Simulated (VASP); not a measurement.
Cs2SnI6: single point with PBE

**What was measured.**

“Changes in charge density vs changes in formal oxidation states: The case of Sn halide perovskites and their ordered vacancy analogues”, 2017, arxiv:1705.01565 reports, for a powder of Cs2SnI6: band gap 1.3 eV (optical).

Cs2SnI6:

```
CELL_PARAMETERS angstrom
0.00000 6.01856 6.01856
6.01856 0.00000 6.01856
6.01856 6.01856 0.00000
ATOMIC_POSITIONS crystal
Cs 0.25000 0.25000 0.25000
Cs 0.75000 0.75000 0.75000
Sn 0.00000 0.00000 0.00000
I 0.75816 0.24184 0.24184
I 0.24184 0.75816 0.24184
I 0.24184 0.75816 0.75816
I 0.75816 0.24184 0.75816
I 0.24184 0.24184 0.75816
I 0.75816 0.75816 0.24184
```

```
Program             : VASP 6.6.1
Task                : single point
Functional          : PBE
Potentials or basis : VASP PAW PBE potentials, release 64 (Cs_sv, Sn_d, I)
Cutoff              : 500 eV
k mesh              : 6 × 6 × 6
Occupations         : gaussian, width 0.01 eV
Spin                : no spin polarisation
```

| Quantity | Value |
| --- | --- |
| Pressure | 0.0 GPa |
| Band gap on the k mesh | 0.26 eV |

Forces on the atoms (eV/Å):
```
Cs   0.000  0.000  0.000
Cs   0.000  0.000  0.000
Sn   0.000  0.000  0.000
I   -0.002  0.000  0.000
I    0.000 -0.002  0.000
I    0.002  0.000  0.000
I    0.000  0.002  0.000
I    0.000  0.000 -0.002
I    0.000  0.000  0.002
```

Levels at points of the mesh, in eV from the valence-band top:
```csv
k point,band 34,band 35,band 36,band 37,band 38,band 39,band 40,band 41
"(0.00, 0.00, 0.00)",-0.44,0.00,0.00,0.00,0.26,4.02,4.02,4.02
"(0.50, 0.00, 0.00)",-0.42,-0.28,-0.25,-0.25,1.04,3.56,4.93,4.93
"(0.50, 0.50, 0.00)",-0.61,-0.61,-0.60,-0.02,1.30,4.46,4.46,4.66
```

It took 11 min on 1 thread of Intel Xeon 8259CL, on a shared host, peak memory 0.75 GiB.

Measured gap of Cs2SnI6: 1.3 eV (optical; powder; “Changes in charge density vs changes in formal oxidation states: The case of Sn halide perovskites and their ordered vacancy analogues”, 2017, arxiv:1705.01565). This calculation gives 0.26 eV (-1.04 eV). So large a miss can be the level of theory's own, or it may mean another phase, state or a wrong row. Spin-orbit coupling on Cs, I, Sn is left out. The value is that of PBE on a finite k mesh, which can miss the band edges, without temperature or zero-point motion. Semilocal functionals fall short of measured gaps as a rule.

Caveat: spin-orbit coupling is left out, which moves the levels of the heavy elements.
